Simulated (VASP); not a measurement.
Input of a VASP 6.6.1 run:

INCAR

```
SYSTEM = NdMo
PREC     = Accurate       ! precision mode
ENCUT    = 500            ! plane-wave cutoff, eV
EDIFF    = 1E-7           ! SCF threshold, eV
ISMEAR   = 0              ! smearing method
SIGMA    = 0.1            ! smearing width, eV
LREAL    = .False.        ! projectors in reciprocal space
LASPH    = .True.         ! aspherical terms in the spheres
NELM     = 200            ! most SCF steps
ALGO     = Normal         ! electronic algorithm
ISIF     = 4              ! what is computed and relaxed
LWAVE    = .False.        ! write WAVECAR
LCHARG   = .False.        ! write CHGCAR
GGA      = PE             ! functional
IBRION   = 2              ! ionic algorithm
NSW      = 50             ! ionic steps
EDIFFG   = -0.01          ! ionic threshold
GGA_COMPAT= .False.      
NELMIN   = 4            
LMAXMIX  = 6              ! l up to which the mixer works
```

KPOINTS

```
Automatic mesh
0
Gamma
  12 12 12
  0 0 0
```

Contents of POSCAR:

```
NdMo
1.0
    2.1835429308      1.2606690989      6.8341428579
   -2.1835429308      1.2606690989      6.8341428579
    0.0000000000     -2.5213381978      6.8341428579
Nd Mo
2 2
Direct
    0.0979506358      0.0979506358      0.0979506358
    0.9020493642      0.9020493642      0.9020493642
    0.6803422643      0.6803422643      0.6803422643
    0.3196577357      0.3196577357      0.3196577357
```

Potentials or basis: VASP PAW PBE potentials, release 64 (Nd_3, Mo_sv), 4f in core.

Command:

```sh
$ cat potpaw_PBE.64/Nd_3/POTCAR potpaw_PBE.64/Mo_sv/POTCAR > POTCAR
$ mpirun -np 1 vasp_std > vasp.out
```

What does it give for the band gap on the k mesh?

Zero (bands 25 and 26 overlap by 0.73 eV).

Step by step:
| step | energy change (eV) | largest force (eV/Å) | pressure (GPa) | volume (Å³) |
| --- | --- | --- | --- | --- |
| 1 | 0.0000 | 0.1984 | -3.04 | 112.88 |
| 2 | -0.0052 | 0.1400 | -2.71 | 112.88 |
| 3 | -0.0096 | 0.0597 | -2.10 | 112.88 |
| 4 | -0.0097 | 0.0772 | -1.99 | 112.88 |
| 5 | -0.0103 | 0.0266 | -1.95 | 112.88 |
| 6 | -0.0104 | 0.0020 | -1.93 | 112.88 |

Caveat: spin-orbit coupling is left out, which moves the levels of the heavy elements; the 4f electrons are frozen in the core, so they carry no moment and show no levels. Spin polarisation is off, so any magnetic state and its effect on volume and gap are missing.
